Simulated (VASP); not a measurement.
## TePd2S: single point with PBEsol

Crystal: TePd2S.

```
Te Pd S
1.0
     3.89633    0.00000    0.00000
    -1.94816    3.37432    0.00000
     0.00000    0.00000    5.63518
Te Pd S
1 2 1
Direct
  0.00000 0.00000 0.00000
  0.66667 0.33333 0.74016
  0.66667 0.33333 0.25984
  0.33333 0.66667 0.50000
```

| Quantity | Value |
| --- | --- |
| Program | VASP 6.6.1 |
| Task | single point |
| Functional | PBEsol |
| Potentials or basis | VASP PAW PBE potentials, release 64 (Te, Pd, S) |
| Cutoff | 520 eV |
| k mesh | 12 × 12 × 8 |
| Occupations | gaussian, width 0.1 eV |
| Spin | no spin polarisation |
| Dipole correction | no |
| Further INCAR settings | ALGO = Normal; EDIFF = 1e-06; NBANDS = 24 |

* Pressure: 0.0 GPa
* Band gap on the k mesh: zero (band 16 reaches 9.20 eV, above the bottom of band 17 at 8.27 eV)

Forces on the atoms (eV/Å):
```
Te   0.000  0.000  0.000
Pd   0.000  0.000 -0.002
Pd   0.000  0.000  0.002
S    0.000  0.000  0.000
```

Stress tensor (GPa, compression positive):
```
 0.02  0.00  0.00
 0.00  0.02  0.00
 0.00  0.00 -0.06
```

Levels at points of the mesh, in eV from the Fermi level:
| k point | band 13 | band 14 | band 15 | band 16 | band 17 | band 18 | band 19 | band 20 |
| --- | --- | --- | --- | --- | --- | --- | --- | --- |
| (0.00, 0.00, 0.00) | -1.39 | -1.39 | -0.42 | -0.17 | 2.12 | 2.12 | 2.40 | 4.00 |
| (0.50, 0.00, 0.00) | -2.38 | -2.12 | -1.90 | -1.38 | 1.07 | 2.10 | 4.21 | 4.89 |
| (0.00, 0.00, 0.50) | -2.38 | -1.69 | 0.20 | 0.20 | 1.54 | 1.54 | 4.67 | 5.20 |
| (0.50, 0.00, 0.50) | -2.52 | -2.27 | -0.73 | 0.24 | 0.41 | 0.56 | 3.07 | 3.70 |

Wall time 61 s on 1 thread of Intel(R) Xeon(R) 6975P-C (Granite Rapids), on a shared host, peak memory 0.3 GiB.

Caveat: the PAW data sets were made with another functional, which shifts forces and pressure a little; spin-orbit coupling is left out, which moves the levels of the heavy elements.
